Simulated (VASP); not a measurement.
Runs of VASP 6.6.1 on ZnSe. The structure is cubic, space group F-43m (No. 216). The conventional cell has a = 5.665 Å, b = 5.665 Å, c = 5.665 Å, α = 90.00°, β = 90.00°, γ = 90.00°. Within 3.2 Å of Zn (site symmetry -43m) lie 4 Se at 2.45 Å. Se (site symmetry -43m) has 4 Zn at 2.45 Å within 3.2 Å. 

| level | potentials or basis | k mesh | smearing | grid for exact exchange (PRECFOCK) | screening parameter | gap on the mesh (eV) | pressure (GPa) |
| --- | --- | --- | --- | --- | --- | --- | --- |
| HSE06 | VASP PAW PBE potentials, release 64 (Zn, Se) | 4 × 4 × 4 | gaussian 0.01 eV | Normal | 0.2079 1/Å | 2.43 | 1.5 |
| r2SCAN | VASP PAW PBE potentials, release 64 (Zn, Se) | 6 × 6 × 6 | gaussian 0.01 eV | - | - | 1.87 | 0.1 |
| r2SCAN | VASP PAW PBE potentials, release 64 (Zn, Se) | 6 × 6 × 6 | methfessel-paxton 0.5 eV | - | - | 1.87 | 0.1 |
| LDA | VASP PAW LDA potentials, release 64 (Zn, Se) | 6 × 6 × 6 | gaussian 0.01 eV | - | - | 1.07 | (a) |

Alike in all rows: task single point; no spin polarisation; cell as given; cutoff (eV) 520.

Question: Fill in the values left out.

Answer: (a) -3.0.

Caveats: some runs use coarse meshes; the PAW data sets were made with another functional, which shifts forces and pressure a little (some runs).

A k mesh can miss the band edges, and the runs leave out spin-orbit coupling on Se.
